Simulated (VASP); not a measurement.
# LiF (Griceite) (Fm-3m) in VASP: further runs

LiF (Griceite) is run at these levels: LDA; tasks: single point.

Program: VASP 6.6.1. These are calculated values, not measurements. Logs are shortened: lines on timing, memory, paths and dates and some standing lists are left out, and cuts for length are marked.

### 1 The cell of the first run

The structure is cubic, space group Fm-3m (No. 225). The conventional cell has a = 4.028 Å, b = 4.028 Å, c = 4.028 Å, α = 90.00°, β = 90.00°, γ = 90.00°. Within 2.7 Å of F (site symmetry m-3m) lie 6 Li at 2.01 Å. Within 2.7 Å of Li (site symmetry m-3m) lie 6 F at 2.01 Å.

### 2 Single point, LDA

File INCAR:

```
SYSTEM = LiF
PREC = Accurate
ENCUT = 520
EDIFF = 1E-7
ISMEAR = -1
SIGMA = 0.05
LREAL = .False.
LASPH = .True.
NELM = 100
ALGO = Normal
ISIF = 2
LWAVE = .False.
LCHARG = .True.
LELF = .True.
LVHAR = .True.
NBANDS = 12
```

File KPOINTS:

```
Automatic mesh
0
Gamma
  11 11 11
  0 0 0
```

File POSCAR:

```
LiF
1.0
    0.0000000000      2.0140000000      2.0140000000
    2.0140000000      0.0000000000      2.0140000000
    2.0140000000      2.0140000000      0.0000000000
F Li
1 1
Direct
    0.5000000000      0.5000000000      0.5000000000
    0.0000000000      0.0000000000      0.0000000000
```

Potentials or basis: VASP PAW LDA potentials, release 64 (F, Li_sv).

Started as:

```
$ cat potpaw_LDA.64/F/POTCAR potpaw_LDA.64/Li_sv/POTCAR > POTCAR
$ mpirun -np 1 vasp_std > vasp.out
```

OUTCAR:

```text
SYSTEM = LiF
   PREC = Accurate
   ENCUT = 520
   EDIFF = 1E-7
   ISMEAR = -1
   LREAL = .False.
   LASPH = .True.
   NELM = 100
   ISIF = 2

 ion  position               nearest neighbor table
   1  0.500  0.500  0.500-   2 2.01   2 2.01   2 2.01   2 2.01   2 2.01   2 2.01
   2  0.000  0.000  0.000-   1 2.01   1 2.01   1 2.01   1 2.01   1 2.01   1 2.01

  LATTYP: Found a face centered cubic cell.
 ALAT       =     4.0280000000

  Lattice vectors:

 A1 = (   0.0000000000,   2.0140000000,   2.0140000000)
 A2 = (   2.0140000000,   0.0000000000,   2.0140000000)
 A3 = (   2.0140000000,   2.0140000000,   0.0000000000)

Analysis of symmetry for initial positions (statically):
=====================================================================
 Subroutine PRICEL returns:
 Original cell was already a primitive cell.

 Routine SETGRP: Setting up the symmetry group for a
 face centered cubic supercell.

 Subroutine GETGRP returns: Found 48 space group operations
 (whereof 48 operations were pure point group operations)
 out of a pool of 48 trial point group operations.

The static configuration has the point symmetry O_h .

Analysis of symmetry for dynamics (positions and initial velocities):
=====================================================================
 Subroutine PRICEL returns:
 Original cell was already a primitive cell.

 Routine SETGRP: Setting up the symmetry group for a
 face centered cubic supercell.

 Subroutine GETGRP returns: Found 48 space group operations
 (whereof 48 operations were pure point group operations)
 out of a pool of 48 trial point group operations.

The dynamic configuration has the point symmetry O_h .

 Subroutine INISYM returns: Found 48 space group operations
 (whereof 48 operations are pure point group operations),
 and found     1 'primitive' translations

----------------------------------------------------------------------------------------

                                     Primitive cell

  volume of cell :      16.3384

  direct lattice vectors                    reciprocal lattice vectors
     0.000000000  2.014000000  2.014000000    -0.248262165  0.248262165  0.248262165
     2.014000000  0.000000000  2.014000000     0.248262165 -0.248262165  0.248262165
     2.014000000  2.014000000  0.000000000     0.248262165  0.248262165 -0.248262165

  length of vectors
     2.848226115  2.848226115  2.848226115     0.430002683  0.430002683  0.430002683

  position of ions in fractional coordinates (direct lattice)
     0.500000000  0.500000000  0.500000000
     0.000000000  0.000000000  0.000000000

  ion indices of the primitive-cell ions
   primitive index   ion index
                 1           1
                 2           2

----------------------------------------------------------------------------------------

 KPOINTS: Automatic mesh

Automatic generation of k-mesh.
 Grid dimensions read from file:
 generate k-points for:   11   11   11

 Generating k-lattice:

  Cartesian coordinates                     Fractional coordinates (reciprocal lattice)
    -0.022569288  0.022569288  0.022569288     0.090909091  0.000000000  0.000000000
     0.022569288 -0.022569288  0.022569288     0.000000000  0.090909091  0.000000000
     0.022569288  0.022569288 -0.022569288     0.000000000  0.000000000  0.090909091

  Length of vectors
     0.039091153  0.039091153  0.039091153

  Shift w.r.t. Gamma in fractional coordinates (k-lattice)
     0.000000000  0.000000000  0.000000000

 Subroutine IBZKPT returns following result:
 ===========================================

 Found     56 irreducible k-points:

 Following reciprocal coordinates:
            Coordinates               Weight
  0.000000  0.000000  0.000000      1.000000
  0.090909  0.000000  0.000000      8.000000
  0.181818  0.000000  0.000000      8.000000
  0.272727  0.000000  0.000000      8.000000
  0.363636  0.000000  0.000000      8.000000
  0.454545  0.000000  0.000000      8.000000
[... 16 lines left out ...]
 -0.272727  0.181818  0.000000     24.000000
 -0.181818  0.181818  0.000000     12.000000
 [... further k-points ...]
   k-points           NKPTS =     56   k-points in BZ     NKDIM =     56   number of bands    NBANDS=     12
   number of dos      NEDOS =    301   number of ions     NIONS =      2
   total plane-waves  NPLWV =  13824
   dimension x,y,z NGX =    24 NGY =   24 NGZ =   24
   dimension x,y,z NGXF=    48 NGYF=   48 NGZF=   48
   ions per type =               1   1
   NGX,Y,Z   is equivalent  to a cutoff of  14.01, 14.01, 14.01 a.u.
   NGXF,Y,Z  is equivalent  to a cutoff of  28.02, 28.02, 28.02 a.u.
 SYSTEM =  LiF
   PREC   = accura    normal or accurate (medium, high low for compatibility)
   ISTART =      0    job   : 0-new  1-cont  2-samecut
   ICHARG =      2    charge: 1-file 2-atom 10-const
   ISPIN  =      1    spin polarized calculation?
   LNONCOLLINEAR =      F non collinear calculations
   LSORBIT =      F    spin-orbit coupling
   LASPH  =      T    aspherical Exc in radial PAW
   ENCUT  =  520.0 eV  38.22 Ry    6.18 a.u.   5.30  5.30  5.30*2*pi/ulx,y,z
   NELM   =    100;   NELMIN=  2; NELMDL= -5     # of ELM steps
   EDIFF  = 0.1E-06   stopping-criterion for ELM
   LREAL  =      F    real-space projection
   EDIFFG = 0.1E-05   stopping-criterion for IOM
   NSW    =      0    number of steps for IOM
   IBRION =     -1    ionic relax: 0-MD 1-quasi-New 2-CG
   NFREE  =      0    steps in history (QN), initial steepest desc. (CG)
   ISIF   =      2    stress and relaxation
   ISYM   =      2    0-nonsym 1-usesym 2-fastsym
   POTIM  = 0.5000    time-step for ionic-motion
   TEBEG  =    0.0;   TEEND  =   0.0 temperature during run
   PSTRESS=    0.0 pullay stress
   NELECT =      10.0000    total number of electrons
   NUPDOWN=      -1.0000    fix difference up-down
   EMIN   =  10.00;   EMAX   =-10.00  energy-range for DOS
   EFERMI =   0.00;   METHOD = LEGACY
   ISMEAR =    -1;   SIGMA  =   0.05  broadening in eV -4-tet -1-fermi 0-gaus
   EFERMI_NEDOS =   21; number of points for ismear=-14 and -15
   IALGO  =     38    algorithm
   IMIX   =      4    mixing-type and parameters
     AMIX     =   0.40;   BMIX     =  1.00
     AMIX_MAG =   1.60;   BMIX_MAG =  1.00
  volume/ion in A,a.u.               =       8.17        55.13
  Fermi-wavevector in a.u.,A,eV,Ry     =   1.389970  2.626662 26.286674  1.932016
  Thomas-Fermi vector in A             =   2.513950
   LORBIT       =      0    0 simple, 1 ext, 2 COOP (PROOUT), +10 PAW based schemes
   GGA     = CA    functional components
   LHFCALC =     F    Hartree Fock is set to
   AEXX    =    0.0000 exact exchange contribution
   IVDW    =     0    specifies the selected vdW correction
   LEPSILON=     F    determine dielectric tensor
   LRPA    =     F    only Hartree local field effects (RPA)
 non-spin polarized calculation
  energy-cutoff  :      520.00
  volume of cell :       16.34
 maximum number of plane-waves:       459
 NGX is ok and might be reduce to    24
   NGX = 11   NGY = 11   NGZ = 11

 number of electron      10.0000000 magnetization

 number of electron       9.9999992 magnetization

 Free energy of the ion-electron system (eV)
  ---------------------------------------------------
  ext. energy  EPLUGINS =         0.00000000
  ---------------------------------------------------
  free energy    TOTEN  =       -10.47182158 eV

  energy without entropy =      -10.47182158  energy(sigma->0) =      -10.47182158

 E-fermi :  -0.0493     XC(G=0): -10.6699

 val. band max:       -1.2983400868   @ k =   0.0000   0.0000   0.0000
 cond. band min:       7.5338313136   @ k =   0.0000   0.0000   0.0000
 fundamental gap:      8.8321714004
 Fermi energy:        -0.0492961155

 k-point     1 :       0.0000    0.0000    0.0000
  band No.  band energies     occupation
      1     -41.0506      2.00000
      2     -20.8674      2.00000
      3      -1.2983      2.00000
      4      -1.2983      2.00000
      5      -1.2983      2.00000
      6       7.5338      0.00000
      7      22.1568      0.00000
      8      22.1568      0.00000
      9      22.1568      0.00000
     10      22.6068      0.00000
     11      22.6068      0.00000
     12      22.6068      0.00000

 k-point     2 :       0.0909    0.0000    0.0000
  band No.  band energies     occupation
      1     -41.0450      2.00000
      2     -20.8334      2.00000
      3      -1.5448      2.00000
      4      -1.3178      2.00000
      5      -1.3178      2.00000
      6       7.7753      0.00000
      7      19.7869      0.00000
      8      21.0669      0.00000
      9      21.0669      0.00000
     10      23.5239      0.00000
     11      23.5239      0.00000
     12      23.5640      0.00000

 k-point     3 :       0.1818    0.0000    0.0000
  band No.  band energies     occupation
      1     -41.0304      2.00000
      2     -20.7423      2.00000
      3      -2.1562      2.00000
      4      -1.3690      2.00000
      5      -1.3690      2.00000
      6       8.3293      0.00000
      7      17.4528      0.00000
      8      19.7009      0.00000
      9      19.7009      0.00000
     10      24.4061      0.00000
     11      24.7199      0.00000
     12      24.7199      0.00000
[... 286 lines left out ...]
 k-point    23 :      -0.2727    0.1818    0.0000
  band No.  band energies     occupation
      1     -40.9891      2.00000
      2     -20.4452      2.00000
      3      -3.2234      2.00000
      4      -2.3163      2.00000
      5      -1.4782      2.00000
      6       9.9645      0.00000
      7      14.4808      0.00000
      8      17.8052      0.00000
      9      17.8528      0.00000
     10      26.5844      0.00000
     11      26.6240      0.00000
     12      28.1789      0.00000

 k-point    24 :      -0.1818    0.1818    0.0000
  band No.  band energies     occupation
      1     -41.0050      2.00000
      2     -20.5659      2.00000
      3      -2.7888      2.00000
      4      -2.0398      2.00000
      5      -1.3726      2.00000
      6       9.3795      0.00000
      7      15.3601      0.00000
      8      18.2596      0.00000
      9      18.4793      0.00000
     10      25.0415      0.00000
     11      25.3900      0.00000
     12      28.3765      0.00000

 [... further k-points ...]
[... 5 lines left out ...]
  --------------------------------------------------------------------------------------
  -------------------------------------------------------------------------------------
  Total       -0.6856859     -0.6856859     -0.6856859      0.0000000      0.0000000      0.0000000
  in kB      -67.2399562    -67.2399562    -67.2399562      0.0000000      0.0000000      0.0000000
  external PRESSURE =     -67.2399562 kB  Pullay stress =       0.0000000 kB

 VOLUME and BASIS-vectors are now :
 -----------------------------------------------------------------------------
  energy-cutoff  :      520.00
  volume of cell :       16.34
      direct lattice vectors                 reciprocal lattice vectors
     0.000000000  2.014000000  2.014000000    -0.248262165  0.248262165  0.248262165
     2.014000000  0.000000000  2.014000000     0.248262165 -0.248262165  0.248262165
     2.014000000  2.014000000  0.000000000     0.248262165  0.248262165 -0.248262165

 POSITION                                       TOTAL-FORCE (eV/Angst)
 -----------------------------------------------------------------------------------
      2.01400      2.01400      2.01400         0.000000      0.000000     -0.000000
      0.00000      0.00000      0.00000        -0.000000     -0.000000      0.000000
 -----------------------------------------------------------------------------------
    total drift:                               -0.000000     -0.000000      0.000000

  FREE ENERGIE OF THE ION-ELECTRON SYSTEM (eV)
  ---------------------------------------------------
  free  energy   TOTEN  =       -10.4718215757 eV

  energy  without entropy=      -10.4718215757  energy(sigma->0) =      -10.47182158
```

Wall time 12 s (1 thread of Intel Xeon Platinum 8175M at 2.50GHz (Skylake/Cascade Lake), shared host); peak memory 0.12 GiB.

What came out:

| Property | Result |
| --- | --- |
| Free energy | -10.4718 eV |
| Band gap on the k mesh | 8.83 eV, direct |

Caveat: the cutoff is under 1.25 times the usual one of these potentials, so pressure, stress and relaxed cells hold a basis-set (Pulay) error.

### 3 Single point, LDA

This run uses another cell than the first one, of 8.33 Å³/atom, 1.020 times its volume.

File INCAR:

```
PREC = Accurate ; ENCUT = 520
EDIFF = 1E-6 ; ISMEAR = -1
SIGMA = 0.05 ; LREAL = F
LASPH = T ; NELM = 80
ALGO = Normal ; ISIF = 2
LWAVE = F ; LCHARG = F
GGA = CA ; NBANDS = 12
```

File KPOINTS:

```
regular mesh
0
Gamma
  11 11 11
```

File POSCAR:

```
LiF
1.0
    0.0000000000      2.0273381371      2.0273381371
    2.0273381371      0.0000000000      2.0273381371
    2.0273381371      2.0273381371      0.0000000000
F Li
1 1
Direct
    0.5000000000      0.5000000000      0.5000000000
    0.0000000000      0.0000000000      0.0000000000
```

Potentials or basis: VASP PAW LDA potentials, release 64 (F, Li_sv).

Started as:

```
$ cat potpaw_LDA.64/F/POTCAR potpaw_LDA.64/Li_sv/POTCAR > POTCAR
$ mpirun -np 1 vasp_std > vasp.out
```

Run time: 9.6 s. Hardware: 1 thread of Intel Xeon Platinum 8175M at 2.50GHz (Skylake/Cascade Lake), shared host; peak memory 0.12 GiB.

It converged, with:

```
Free energy            : -10.4580 eV
Band gap on the k mesh : 8.66 eV, direct
```

Levels at points of the mesh, in eV from the valence-band top:
```tsv
k point	band 1	band 2	band 3	band 4	band 5	band 6	band 7	band 8	band 9	band 10
(0.00, 0.00, 0.00)	-39.79	-19.51	0.00	0.00	0.00	8.66	23.20	23.20	23.20	23.71
```

Caveat: the cutoff is under 1.25 times the usual one of these potentials, so pressure, stress and relaxed cells hold a basis-set (Pulay) error. A k mesh can miss the band edges.
